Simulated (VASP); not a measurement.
# MgO (Periclase) (Fm-3m) in VASP: notebook

The runs below take MgO (Periclase) through single point, with r2SCAN.

Everything below comes from runs of VASP 6.6.1. Logs are shortened: lines on timing, memory, paths and dates and some standing lists are left out, and cuts for length are marked.

**The experiment to reproduce.**

From “Electronic structure of alkaline earth and post-transition metal oxides”, 2009, arxiv:0908.1581, for a bulk crystal of MgO: band gap 7.83 eV.

The results are compared with them further down.

### 1 The cell of the first run

The structure is cubic, space group Fm-3m (No. 225). The conventional cell has a = 4.204 Å, b = 4.204 Å, c = 4.204 Å, α = 90.00°, β = 90.00°, γ = 90.00°. Within 2.8 Å of Mg (site symmetry m-3m) lie 6 O at 2.10 Å. O (site symmetry m-3m) has 6 Mg at 2.10 Å within 2.8 Å.

### 2 Single point, r2SCAN

Contents of POSCAR:

```
MgO
1.0
    0.0000000000      2.1021683817      2.1021683817
    2.1021683817      0.0000000000      2.1021683817
    2.1021683817      2.1021683817      0.0000000000
Mg O
1 1
Direct
    0.0000000000      0.0000000000      0.0000000000
    0.5000000000      0.5000000000      0.5000000000
```

Contents of INCAR.step1:

```
SYSTEM = MgO
PREC = Accurate
ENCUT = 520
ISMEAR = 0
SIGMA = 0.02
LREAL = .FALSE.
LASPH = .TRUE.
NELM = 60
NBANDS = 11
GGA = PE
ALGO = Normal
EDIFF = 1E-4
LWAVE = .TRUE.
LCHARG = .FALSE.
```

Contents of INCAR.step2:

```
SYSTEM = MgO
PREC = Accurate
ENCUT = 520
EDIFF = 1E-6
ISMEAR = 0
SIGMA = 0.02
LREAL = .FALSE.
LASPH = .TRUE.
NELM = 60
ALGO = Normal
ISIF = 2
LWAVE = .FALSE.
LCHARG = .FALSE.
METAGGA = R2SCAN
LMIXTAU = .TRUE.
NBANDS = 11
ISTART = 1
```

Contents of KPOINTS:

```
regular mesh
0
G
  10 10 10
  0 0 0
```

Potentials or basis: VASP PAW PBE potentials, release 64 (Mg, O).

Launch:

```bash
$ cat potpaw_PBE.64/Mg/POTCAR potpaw_PBE.64/O/POTCAR > POTCAR
$ cp INCAR.step1 INCAR
$ mpirun -np 1 vasp_std > vasp.out
$ cp INCAR.step2 INCAR
$ mpirun -np 1 vasp_std > vasp.out
```

OUTCAR:

```text
SYSTEM = MgO
   PREC = Accurate
   ENCUT = 520
   EDIFF = 1E-6
   ISMEAR = 0
   LREAL = .FALSE.
   LASPH = .TRUE.
   NELM = 60
   ISIF = 2
   METAGGA = R2SCAN
   ISTART = 1

 ion  position               nearest neighbor table
   1  0.000  0.000  0.000-   2 2.10   2 2.10   2 2.10   2 2.10   2 2.10   2 2.10
   2  0.500  0.500  0.500-   1 2.10   1 2.10   1 2.10   1 2.10   1 2.10   1 2.10

  LATTYP: Found a face centered cubic cell.
 ALAT       =     4.2043367634

  Lattice vectors:

 A1 = (   0.0000000000,   2.1021683817,   2.1021683817)
 A2 = (   2.1021683817,   0.0000000000,   2.1021683817)
 A3 = (   2.1021683817,   2.1021683817,   0.0000000000)

Analysis of symmetry for initial positions (statically):
=====================================================================
 Subroutine PRICEL returns:
 Original cell was already a primitive cell.

 Routine SETGRP: Setting up the symmetry group for a
 face centered cubic supercell.

 Subroutine GETGRP returns: Found 48 space group operations
[... 9 lines left out ...]

 Routine SETGRP: Setting up the symmetry group for a
 face centered cubic supercell.

 Subroutine GETGRP returns: Found 48 space group operations
[... 11 lines left out ...]
                                     Primitive cell

  volume of cell :      18.5794

  direct lattice vectors                    reciprocal lattice vectors
     0.000000000  2.102168382  2.102168382    -0.237849643  0.237849643  0.237849643
     2.102168382  0.000000000  2.102168382     0.237849643 -0.237849643  0.237849643
     2.102168382  2.102168382  0.000000000     0.237849643  0.237849643 -0.237849643

  length of vectors
     2.972915036  2.972915036  2.972915036     0.411967667  0.411967667  0.411967667

  position of ions in fractional coordinates (direct lattice)
     0.000000000  0.000000000  0.000000000
     0.500000000  0.500000000  0.500000000

  ion indices of the primitive-cell ions
   primitive index   ion index
                 1           1
                 2           2

----------------------------------------------------------------------------------------

 KPOINTS: regular mesh

Automatic generation of k-mesh.
 Grid dimensions read from file:
 generate k-points for:   10   10   10

 Generating k-lattice:

  Cartesian coordinates                     Fractional coordinates (reciprocal lattice)
    -0.023784964  0.023784964  0.023784964     0.100000000  0.000000000  0.000000000
     0.023784964 -0.023784964  0.023784964     0.000000000  0.100000000  0.000000000
     0.023784964  0.023784964 -0.023784964     0.000000000  0.000000000  0.100000000
[... 64 lines left out ...]
   ISYM   =      2    0-nonsym 1-usesym 2-fastsym
   POTIM  = 0.5000    time-step for ionic-motion
   TEBEG  =    0.0;   TEEND  =   0.0 temperature during run
   PSTRESS=    0.0 pullay stress
   NELECT =       8.0000    total number of electrons
   NUPDOWN=      -1.0000    fix difference up-down
   EMIN   =  10.00;   EMAX   =-10.00  energy-range for DOS
   EFERMI =   0.00;   METHOD = LEGACY
   ISMEAR =     0;   SIGMA  =   0.02  broadening in eV -4-tet -1-fermi 0-gaus
   EFERMI_NEDOS =   21; number of points for ismear=-14 and -15
   IALGO  =     38    algorithm
   IMIX   =      4    mixing-type and parameters
     AMIX     =   0.40;   BMIX     =  1.00
     AMIX_MAG =   1.60;   BMIX_MAG =  1.00
  volume/ion in A,a.u.               =       9.29        62.69
  Fermi-wavevector in a.u.,A,eV,Ry     =   1.236215  2.336108 20.792796  1.528227
  Thomas-Fermi vector in A             =   2.370833
   LORBIT       =      0    0 simple, 1 ext, 2 COOP (PROOUT), +10 PAW based schemes
   METAGGA = R2SCAN    functional components
   LHFCALC =     F    Hartree Fock is set to
   AEXX    =    0.0000 exact exchange contribution
   IVDW    =     0    specifies the selected vdW correction
   LEPSILON=     F    determine dielectric tensor
   LRPA    =     F    only Hartree local field effects (RPA)
 non-spin polarized calculation
 Gauss-broadening in eV      SIGMA  =   0.02
  energy-cutoff  :      520.00
  volume of cell :       18.58
 maximum number of plane-waves:       531
 NGX is ok and might be reduce to    24
   NGX = 11   NGY = 11   NGZ = 11

 number of electron       8.0000004 magnetization

 Free energy of the ion-electron system (eV)
  ---------------------------------------------------
  ext. energy  EPLUGINS =         0.00000000
  ---------------------------------------------------
  free energy    TOTEN  =       -16.16111214 eV

  energy without entropy =      -16.16111214  energy(sigma->0) =      -16.16111214

 E-fermi :   2.9679     XC(G=0): -11.6233

 val. band max:        2.8163771355   @ k =   0.0000   0.0000   0.0000
 cond. band min:       8.4763283098   @ k =   0.0000   0.0000   0.0000
 fundamental gap:      5.6599511743
 Fermi energy:         2.9679356304

 k-point     1 :       0.0000    0.0000    0.0000
  band No.  band energies     occupation
      1     -15.4125      2.00000
      2       2.8164      2.00000
      3       2.8164      2.00000
      4       2.8164      2.00000
      5       8.4763      0.00000
      6      19.6823      0.00000
      7      19.6823      0.00000
      8      19.6823      0.00000
      9      23.8436      0.00000
     10      25.6170      0.00000
     11      25.6170      0.00000
[... 309 lines left out ...]
 k-point    24 :       0.4000    0.3000    0.0000
  band No.  band energies     occupation
      1     -14.1943      2.00000
      2      -0.7795      2.00000
      3       1.4898      2.00000
      4       1.7049      2.00000
      5      13.4484      0.00000
      6      13.9803      0.00000
      7      17.6492      0.00000
      8      22.3626      0.00000
      9      22.5860      0.00000
     10      29.1718      0.00000
     11      31.4075      0.00000

 [... further k-points ...]

------------------------ aborting loop because EDIFF is reached ----------------------------------------

  FORCE on cell =-STRESS in cart. coord.  units (eV):
  Direction    XX          YY          ZZ          XY          YZ          ZX
  --------------------------------------------------------------------------------------
  -------------------------------------------------------------------------------------
  Total       -0.1318782     -0.1318782     -0.1318782      0.0000000      0.0000000     -0.0000000
  in kB      -11.3723695    -11.3723695    -11.3723695      0.0000000      0.0000000     -0.0000000
  external PRESSURE =     -11.3723695 kB  Pullay stress =       0.0000000 kB

 VOLUME and BASIS-vectors are now :
 -----------------------------------------------------------------------------
  energy-cutoff  :      520.00
  volume of cell :       18.58
      direct lattice vectors                 reciprocal lattice vectors
     0.000000000  2.102168382  2.102168382    -0.237849643  0.237849643  0.237849643
     2.102168382  0.000000000  2.102168382     0.237849643 -0.237849643  0.237849643
     2.102168382  2.102168382  0.000000000     0.237849643  0.237849643 -0.237849643

 POSITION                                       TOTAL-FORCE (eV/Angst)
 -----------------------------------------------------------------------------------
      0.00000      0.00000      0.00000         0.000000      0.000000      0.000000
      2.10217      2.10217      2.10217        -0.000000     -0.000000      0.000000
 -----------------------------------------------------------------------------------
    total drift:                               -0.000000     -0.000000      0.000000

  FREE ENERGIE OF THE ION-ELECTRON SYSTEM (eV)
  ---------------------------------------------------
  free  energy   TOTEN  =       -16.1611121371 eV

  energy  without entropy=      -16.1611121371  energy(sigma->0) =      -16.16111214
```

OSZICAR.step1:

```text
N       E                     dE             d eps       ncg     rms          rms(c)
DAV:   1     0.127035111384E+02    0.12704E+02   -0.46670E+03  1186   0.646E+02
DAV:   2    -0.129623810064E+02   -0.25666E+02   -0.25194E+02  1184   0.136E+02
DAV:   3    -0.134627645081E+02   -0.50038E+00   -0.50006E+00  1238   0.159E+01
DAV:   4    -0.134640044878E+02   -0.12400E-02   -0.12400E-02  1145   0.909E-01
DAV:   5    -0.134640087084E+02   -0.42206E-05   -0.42206E-05  1179   0.503E-02    0.722E+00
DAV:   6    -0.119194147389E+02    0.15446E+01   -0.87270E+00  1079   0.163E+01    0.221E+00
DAV:   7    -0.119080889982E+02    0.11326E-01   -0.53165E-02  1124   0.208E+00    0.134E+00
DAV:   8    -0.119029555185E+02    0.51335E-02   -0.27197E-02  1082   0.186E+00    0.234E-01
DAV:   9    -0.119025924018E+02    0.36312E-03   -0.56292E-04  1154   0.165E-01    0.131E-01
DAV:  10    -0.119025868624E+02    0.55394E-05   -0.48854E-04  1097   0.163E-01
   1 F= -.11902587E+02 E0= -.11902587E+02  d E =-.255035E-23
```

It took 14 s on 1 thread of Intel Xeon 6975P-C (Granite Rapids), shared host; peak memory 0.15 GiB.

Results:

| Property | Result |
| --- | --- |
| Free energy | -16.1611 eV |
| Pressure | -1.1 GPa |
| Band gap on the k mesh | 5.66 eV, direct |

Levels at points of the mesh, in eV from the valence-band top:
| k point | band 1 | band 2 | band 3 | band 4 | band 5 | band 6 | band 7 | band 8 | band 9 |
| --- | --- | --- | --- | --- | --- | --- | --- | --- | --- |
| (0.00, 0.00, 0.00) | -18.23 | 0.00 | 0.00 | 0.00 | 5.66 | 16.87 | 16.87 | 16.87 | 21.03 |
| (0.50, 0.00, 0.00) | -16.97 | -4.64 | -0.68 | -0.68 | 8.84 | 13.87 | 17.48 | 17.48 | 22.46 |
| (0.50, 0.50, 0.00) | -16.72 | -4.12 | -1.38 | -1.38 | 10.04 | 11.12 | 14.35 | 20.46 | 20.46 |

Caveat: the PAW data sets were made with another functional, which shifts forces and pressure a little.

### 3 Single point, r2SCAN

POSCAR is that of step 2.

Contents of INCAR.step1:

```
PREC     = Accurate       # precision mode
ENCUT    = 520            # plane-wave cutoff, eV
ISMEAR   = 0              # smearing method
SIGMA    = 0.02           # smearing width, eV
LREAL    = False          # projectors in reciprocal space
LASPH    = True           # aspherical terms in the spheres
NELM     = 60             # most SCF steps
NBANDS   = 11             # bands
GGA      = PE             # functional
ALGO     = Normal         # electronic algorithm
EDIFF    = 1E-4           # SCF threshold, eV
LWAVE    = True           # write WAVECAR
LCHARG   = False          # write CHGCAR
```

Contents of INCAR.step2:

```
PREC     = Accurate       # precision mode
ENCUT    = 520            # plane-wave cutoff, eV
EDIFF    = 1E-6           # SCF threshold, eV
ISMEAR   = 0              # smearing method
SIGMA    = 0.02           # smearing width, eV
LREAL    = False          # projectors in reciprocal space
LASPH    = True           # aspherical terms in the spheres
NELM     = 60             # most SCF steps
ALGO     = Normal         # electronic algorithm
ISIF     = 2              # what is computed and relaxed
LWAVE    = False          # write WAVECAR
LCHARG   = False          # write CHGCAR
METAGGA  = R2SCAN         # meta-GGA
LMIXTAU  = True         
NBANDS   = 11             # bands
ISTART   = 1
```

Contents of KPOINTS:

```
Automatic mesh
0
Gamma
  10 10 10
```

Potentials or basis: VASP PAW PBE potentials, release 64 (Mg, O).

Launch:

```bash
$ cat potpaw_PBE.64/Mg/POTCAR potpaw_PBE.64/O/POTCAR > POTCAR
$ cp INCAR.step1 INCAR
$ mpirun -np 1 vasp_std > vasp.out
$ cp INCAR.step2 INCAR
$ mpirun -np 1 vasp_std > vasp.out
```

It took 14 s on 1 thread of Intel Xeon 6975P-C (Granite Rapids), shared host; peak memory 0.15 GiB.

It converged, with:

- Free energy: -16.1611 eV
- Pressure: -1.1 GPa
- Band gap on the k mesh: 5.66 eV, direct

Levels at points of the mesh, in eV from the valence-band top:
```tsv
k point	band 1	band 2	band 3	band 4	band 5	band 6	band 7	band 8	band 9
(0.00, 0.00, 0.00)	-18.23	0.00	0.00	0.00	5.66	16.87	16.87	16.87	21.03
(0.50, 0.00, 0.00)	-16.97	-4.64	-0.68	-0.68	8.84	13.87	17.48	17.48	22.46
(0.50, 0.50, 0.00)	-16.72	-4.12	-1.38	-1.38	10.04	11.12	14.35	20.46	20.46
```

Caveat: the PAW data sets were made with another functional, which shifts forces and pressure a little.

### 4 Against experiment

Step 2. Against the measured gap of MgO, 7.83 eV (quoted in “Electronic structure of alkaline earth and post-transition metal oxides”, 2009, arxiv:0908.1581), the calculated 5.66 eV is off by -2.17 eV. The value is that of r2SCAN, without temperature or zero-point motion.

Step 3. Against the measured gap of MgO, 7.83 eV (quoted in “Electronic structure of alkaline earth and post-transition metal oxides”, 2009, arxiv:0908.1581), the calculated 5.66 eV is off by -2.17 eV. The value is that of r2SCAN, without temperature or zero-point motion.
